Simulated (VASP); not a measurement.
Si2W (AlB2 type), 3 atoms in the cell. It takes space group P6/mmm (No. 191, hexagonal). The conventional cell has a = 3.894 Å, b = 3.894 Å, c = 2.327 Å, α = 90.00°, β = 90.00°, γ = 120.00°. Within 3.1 Å of W (site symmetry 6/mmm) lie 2 W at 2.33 Å and 12 Si at 2.53 Å. Within 3.0 Å of Si (site symmetry -6m2) lie 5 Si at 2.25 to 2.33 Å and 6 W at 2.53 Å. 

* Program: VASP 6.6.1
* Task: relaxation of shape and atoms at fixed volume
* Functional: PBE
* Potentials or basis: VASP PAW PBE potentials, release 64 (W_sv, Si)
* Cutoff: 600 eV
* k mesh: 10 × 10 × 8
* Occupations: fermi-dirac, width 0.1 eV
* Spin: no spin polarisation
* Dipole correction: no
* Further INCAR settings: ALGO = Normal; EDIFF = 1e-07; IBRION = 2; EDIFFG = -0.005; NSW = 50; ISIF = 4

Potentials or basis: VASP PAW PBE potentials, release 64 (W_sv, Si).

Command:

```console
$ cat potpaw_PBE.64/W_sv/POTCAR potpaw_PBE.64/Si/POTCAR > POTCAR
$ mpirun -np 1 vasp_std > vasp.out
```

Hardware: 1 thread of AMD EPYC 9R45 (Zen 5) (shared host).

**Question.** Estimate the wall time of this run.

**Answer.** Run time: 3.1 min on 1 thread of AMD EPYC 9R45 (Zen 5), on a shared host, peak memory 0.15 GiB. Counts: scf iterations 76, k points 70, ion steps 19.
